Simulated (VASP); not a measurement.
Input of a VASP 6.6.1 run:

File INCAR:

```
PREC     = Accurate       # precision mode
ENCUT    = 520            # plane-wave cutoff, eV
EDIFF    = 1E-7           # SCF threshold, eV
ISMEAR   = -1             # smearing method
SIGMA    = 0.05           # smearing width, eV
LREAL    = False          # projectors in reciprocal space
LASPH    = True           # aspherical terms in the spheres
NELM     = 100            # most SCF steps
ALGO     = Normal         # electronic algorithm
ISIF     = 2              # what is computed and relaxed
LWAVE    = False          # write WAVECAR
LCHARG   = False          # write CHGCAR
GGA      = PE             # functional
NBANDS   = 21             # bands
```

KPOINTS

```
Automatic mesh
0
Gamma
  6 6 6
```

File POSCAR:

```
CuAs3
1.0
    0.0000000000      3.7798986809      3.7798986809
    3.7798986809      0.0000000000      3.7798986809
    3.7798986809      3.7798986809      0.0000000000
Cu As
1 3
Direct
    0.0000000000      0.0000000000      0.0000000000
    0.2500000000      0.2500000000      0.2500000000
    0.7500000000      0.7500000000      0.7500000000
    0.5000000000      0.5000000000      0.5000000000
```

Potentials or basis: VASP PAW PBE potentials, release 64 (Cu, As).

Run with:

```sh
$ cat potpaw_PBE.64/Cu/POTCAR potpaw_PBE.64/As/POTCAR > POTCAR
$ mpirun -np 1 vasp_std > vasp.out
```

Question: Predict the band gap on the k mesh.

Answer: Zero (bands 13 and 14 overlap by 1.74 eV).

Question: Estimate the pressure.

Answer: -13.7 GPa.

Caveat: the cell stands under tension.
